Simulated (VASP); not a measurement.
Set up this calculation in VASP 6.6.1, as the native input.

```
Task                   : single point
Functional             : PBEsol
Potentials or basis    : VASP PAW PBE potentials, release 64 (Yb, Rh_pv, C)
Cutoff                 : 520 eV
k mesh                 : 6 × 6 × 6
Occupations            : methfessel-paxton, width 0.1 eV
Spin                   : no spin polarisation
Dipole correction      : no
Further INCAR settings : ALGO = Normal; EDIFF = 1e-07; NBANDS = 44
```

The structure of YbRh3C lies in POSCAR:

```
YbRh3C
1.0
    4.1355330000      0.0000000000      0.0000000000
    0.0000000000      4.1355330000      0.0000000000
    0.0000000000      0.0000000000      4.1355330000
Yb Rh C
1 3 1
Direct
    0.0000000000      0.0000000000      0.0000000000
    0.0000000000      0.5000000000      0.5000000000
    0.5000000000      0.5000000000      0.0000000000
    0.5000000000      0.0000000000      0.5000000000
    0.5000000000      0.5000000000      0.5000000000
```

These files were run (other wordings do the same):

INCAR

```
PREC = Accurate
ENCUT = 520
EDIFF = 1E-7
ISMEAR = 1
SIGMA = 0.1
LREAL = F
LASPH = T
NELM = 60
ALGO = Normal
ISIF = 2
LWAVE = F
LCHARG = F
GGA = PS
NBANDS = 44
```

KPOINTS

```
regular mesh
0
Gamma
  6 6 6
```

Potentials or basis: VASP PAW PBE potentials, release 64 (Yb, Rh_pv, C).

Run with:

```console
$ cat potpaw_PBE.64/Yb/POTCAR potpaw_PBE.64/Rh_pv/POTCAR potpaw_PBE.64/C/POTCAR > POTCAR
$ mpirun -np 1 vasp_std > vasp.out
```

It gave:

```
Pressure : -4.8 GPa
```

Caveat: the PAW data sets were made with another functional, which shifts forces and pressure a little.

It took 8 min on 1 thread of AMD EPYC 7R13, on a shared host, peak memory 0.2 GiB.
